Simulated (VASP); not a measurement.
**NaI: vibrations by perturbation theory with PBEsol**

The system is NaI.

```
Na I
1.0
     3.98895    0.00000    0.00000
     0.00000    3.98895    0.00000
     0.00000    0.00000    3.98895
Na I
1 1
Cartesian
  0.0000 0.0000 0.0000
  1.9945 1.9945 1.9945
```

```
Program                : VASP 6.6.1
Task                   : vibrations by perturbation theory
Functional             : PBEsol
Potentials or basis    : VASP PAW PBE potentials, release 64 (Na_pv, I)
Cutoff                 : 520 eV
k mesh                 : 6 × 6 × 6
Occupations            : gaussian, width 0.01 eV
Spin                   : no spin polarisation
Dipole correction      : no
Further INCAR settings : ALGO = Normal; EDIFF = 1e-08; IBRION = 8; NSW = 1
```

The electronic dielectric tensor (diagonal) is 3.96. The born charges (mean of the diagonal) is Na +1.35; I -1.35 e and the highest phonon frequency at Γ, LO-TO splitting left out is 53 cm⁻¹.

Phonon frequencies in cm⁻¹ (negative: imaginary):
| q point | frequencies |
| --- | --- |
| (0.000, 0.000, 0.000) | -1 -1 -1 53 53 53 |

Electronic dielectric tensor:
```
3.96 0.00 0.00
0.00 3.96 0.00
0.00 0.00 3.96
```

Born effective charge tensors (e):
atom 1, Na
```
1.35 0.00 0.00
0.00 1.35 0.00
0.00 0.00 1.35
```
atom 2, I
```
-1.35  0.00  0.00
 0.00 -1.35  0.00
 0.00  0.00 -1.35
```

It took 3.2 min on 1 thread of Oxide Virtual Turin-like Processor, on a shared host, peak memory 0.21 GiB.

Caveat: the structure was generated, so it needn't be the stable form of NaI.
